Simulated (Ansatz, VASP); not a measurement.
**HfGa2Te3 in VASP and in Ansatz**

The input INCAR:

```
SYSTEM = HfGa2Te3
ALGO     = Normal         ! electronic algorithm
EDIFF    = 1E-6           ! SCF threshold, eV
ENCUT    = 520            ! plane-wave cutoff, eV
GGA      = PE             ! functional
ISIF     = 2              ! what is computed and relaxed
ISMEAR   = 0              ! smearing method
LASPH    = .True.         ! aspherical terms in the spheres
LCHARG   = .False.        ! write CHGCAR
LREAL    = .False.        ! projectors in reciprocal space
LWAVE    = .False.        ! write WAVECAR
NBANDS   = 36             ! bands
NELM     = 100            ! most SCF steps
PREC     = Accurate       ! precision mode
SIGMA    = 0.1            ! smearing width, eV
```

The input KPOINTS:

```
k-points
0
Gamma
  3 3 4
  0 0 0
```

File POSCAR:

```
HfGa2Te3
1.0
    6.7126714300      0.0000000000      0.0000000000
   -3.3563357200      5.8133439900      0.0000000000
    0.0000000000      0.0000000000      3.7926784500
Hf Ga Te
1 2 3
Direct
    0.0000000000      0.0000000000      0.0000000000
    0.3333333300      0.6666666700      0.0000000000
    0.6666666700      0.3333333300      0.0000000000
    0.5000000000      0.0000000000      0.5000000000
    0.5000000000      0.5000000000      0.5000000000
    0.0000000000      0.5000000000      0.5000000000
```

Input for Ansatz:

```yaml
crystal:
  lattice:
    - [6.71267143, 0.0, 0.0]
    - [-3.35633572, 5.81334399, 0.0]
    - [0.0, 0.0, 3.79267845]
  atoms:
    - { symbol: Hf, position: [0.0, 0.0, 0.0] }
    - { symbol: Ga, position: [0.33333333, 0.66666667, 0.0] }
    - { symbol: Ga, position: [0.66666667, 0.33333333, 0.0] }
    - { symbol: Te, position: [0.5, 0.0, 0.5] }
    - { symbol: Te, position: [0.5, 0.5, 0.5] }
    - { symbol: Te, position: [0.0, 0.5, 0.5] }
basis:
  ecutwfc: 420
kpoints:
  mp_grid: { grid: [3, 3, 4] }
hamiltonian:
  xc: pbe
scf:
  occupations: { method: gaussian, width: 0.1 }
  lower_state_search: "off"
output:
  forces: true
  stress: true
  eigenvalues: true
```

Change from the starting cell: species swapped into the CeB2Rh3 type (P6/mmm, No. 191).

Alike in both runs: task single point; functional PBE; k mesh 3 × 3 × 4; occupations gaussian, width 0.1 eV; no spin polarisation.

```csv
,VASP,Ansatz
version,VASP 6.6.1,Ansatz 0.2.0
potentials or method,"VASP PAW PBE potentials, release 64 (Hf_pv, Ga_d, Te), cutoff 520 eV","scalar-relativistic, plane waves, PAW"
valence electrons in the cell,54,100
```

Ansatz gave:

| Quantity | Value |
| --- | --- |
| gap on the k mesh at the Fermi level (eV) | none |
| pressure (GPa) | 8.4 |
| traceless stress, the component that is largest in VASP (GPa) | 0.46 |

Q: Estimate VASP's values.

A: gap on the k mesh at the Fermi level (eV): none; pressure (GPa): 8.4; traceless stress, the component that is largest in VASP (GPa): 0.63.

A gap of «none» marks a metal or a gap that the smearing closes. VASP's potentials hold 54 valence electrons a cell and Ansatz's 100, so a difference there can come from the potentials and not from the codes.

The k mesh is coarse, so the values compare programs but aren't converged. Neither program's run includes spin-orbit coupling.
